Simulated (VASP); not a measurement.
A run of VASP 6.6.1 is set up as follows.

INCAR

```
SYSTEM = Tl
PREC = Accurate
ENCUT = 520
EDIFF = 1E-7
ISMEAR = 0
SIGMA = 0.1
LREAL = .FALSE.
LASPH = .TRUE.
NELM = 100
ALGO = Fast
ISIF = 2
LWAVE = .FALSE.
LCHARG = .FALSE.
GGA = PS
NBANDS = 34
```

KPOINTS

```
Automatic mesh
0
G
  12 12 4
  0 0 0
```

Contents of POSCAR:

```
Tl
1.0
    3.6779644271      0.0000000000      0.0000000000
   -1.8389822135      3.1852106280      0.0000000000
    0.0000000000      0.0000000000     11.6402986400
Tl
4
Direct
    0.0000000000      0.0000000000      0.0000000000
    0.3333333300      0.6666666700      0.2374466253
    0.0000000000      0.0000000000      0.5000000000
    0.6666666700      0.3333333300      0.7625533747
```

Potentials or basis: VASP PAW PBE potentials, release 64 (Tl_d).

The run is started by

```bash
$ cat potpaw_PBE.64/Tl_d/POTCAR > POTCAR
$ mpirun -np 1 vasp_std > vasp.out
```

Question: Predict the pressure.

Answer: -4.0 GPa.

Question: Predict the largest force.

Answer: 0.112 eV/Å.

Question: Estimate the band gap on the k mesh.

Answer: Zero (bands 26 and 27 overlap by 3.68 eV).

Forces in eV/Å, atoms in the order of the input:
```
Tl   0.000  0.000  0.000
Tl   0.000  0.000  0.112
Tl   0.000  0.000  0.000
Tl   0.000  0.000 -0.112
```

Caveat: the cell differs from its parent crystal (strained and its atoms moved); the cell stands under tension; the PAW data sets were made with another functional, which shifts forces and pressure a little; spin-orbit coupling is left out, which moves the levels of the heavy elements.
